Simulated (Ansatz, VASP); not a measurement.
BaS: VASP beside Ansatz

Contents of INCAR:

```
SYSTEM = BaS
ALGO = Normal ; EDIFF = 1E-6
ENCUT = 520 ; GGA = PE
ISIF = 2 ; ISMEAR = -1
LASPH = .TRUE. ; LCHARG = .FALSE.
LREAL = .FALSE. ; LWAVE = .FALSE.
NBANDS = 15 ; NELM = 80
PREC = Accurate ; SIGMA = 0.08
```

File KPOINTS:

```
k-points
0
G
  9 9 9
  0 0 0
```

POSCAR

```
BaS
1.0
    0.0000000000      3.4925374802      3.4925374802
    3.4925374802      0.0000000000      3.4925374802
    3.4925374802      3.4925374802      0.0000000000
Ba S
1 1
Direct
    0.0000000000      0.0000000000      0.0000000000
    0.2500000000      0.2500000000      0.2500000000
```

Input for Ansatz:

```yaml
crystal:
  lattice:
    - [0.0, 3.4925374802, 3.4925374802]
    - [3.4925374802, 0.0, 3.4925374802]
    - [3.4925374802, 3.4925374802, 0.0]
  atoms:
    - { symbol: Ba, position: [0.0, 0.0, 0.0] }
    - { symbol: S, position: [0.25, 0.25, 0.25] }
kpoints:
  mp_grid: { grid: [9, 9, 9] }
scf:
  occupations: { method: fermi_dirac, width: 0.08 }
hamiltonian:
  xc: pbe
  pseudopotentials: { kind: all_electron, lapw: { basis_error: 0.00025 } }
output:
  forces: true
  stress: true
  eigenvalues: true
```

Change from the starting cell: volume scaled by 0.98.

Alike in both runs: task single point; functional PBE; k mesh 9 × 9 × 9; occupations fermi-dirac, width 0.08 eV; no spin polarisation.

|  | VASP | Ansatz |
| --- | --- | --- |
| version | VASP 6.6.1 | Ansatz 0.2.0 |
| potentials or method | VASP PAW PBE potentials, release 64 (Ba_sv, S), cutoff 520 eV | all-electron LAPW, scalar-relativistic |

Ansatz gave:

* pressure (GPa): 0.6

Task: Which values does VASP return?

Result: Pressure (GPa): 1.1.

Ansatz ran all-electron here, and VASP with PAW potentials.

Neither program's run includes spin-orbit coupling.
